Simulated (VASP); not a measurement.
Here is a VASP 6.6.1 calculation.

POSCAR

```
PbF2
1.0
    0.0000000000      3.0143977500      3.0589455000
    3.0143977500      0.0000000000      3.0589455000
    3.0143977500      3.0143977500      0.0000000000
Pb F
1 2
Direct
    0.0000000000      0.0000000000      0.0000000000
    0.2500000000      0.2500000000      0.2500000000
    0.7500000000      0.7500000000      0.7500000000
```

The input INCAR.step1:

```
SYSTEM = PbF2
PREC = Accurate
ENCUT = 520
ISMEAR = 0
SIGMA = 0.05
LREAL = .False.
LASPH = .True.
NELM = 80
NBANDS = 21
GGA = PE
ALGO = Normal
EDIFF = 1E-4
LWAVE = .True.
LCHARG = .False.
```

Contents of INCAR.step2:

```
SYSTEM = PbF2
PREC = Accurate
ENCUT = 520
EDIFF = 1E-7
ISMEAR = 0
SIGMA = 0.05
LREAL = .False.
LASPH = .True.
NELM = 80
ALGO = Normal
ISIF = 2
LWAVE = .False.
LCHARG = .True.
METAGGA = R2SCAN
LMIXTAU = .True.
LELF = .True.
LVHAR = .True.
NBANDS = 21
ISTART = 1
```

The input KPOINTS:

```
Automatic mesh
0
Gamma
  8 8 8
  0 0 0
```

Potentials or basis: VASP PAW PBE potentials, release 64 (Pb_d, F).

The run is started by

```bash
$ cat potpaw_PBE.64/Pb_d/POTCAR potpaw_PBE.64/F/POTCAR > POTCAR
$ cp INCAR.step1 INCAR
$ mpirun -np 1 vasp_std > vasp.out
$ cp INCAR.step2 INCAR
$ mpirun -np 1 vasp_std > vasp.out
```

Problem. Estimate the band gap on the k mesh.

Solution. 4.91 eV, indirect (least direct gap 5.06 eV).

Problem. What does it give for the pressure?

Solution. -4.6 GPa.

Stress tensor (GPa, compression positive):
```
-4.36  0.00  0.00
 0.00 -4.36  0.00
 0.00  0.00 -5.19
```

Caveat: the cell differs from its parent crystal (strain +0.015 along x and y, +0.030 along z); the PAW data sets were made with another functional, which shifts forces and pressure a little; spin-orbit coupling is left out, which moves the levels of the heavy elements. A k mesh can miss the band edges.
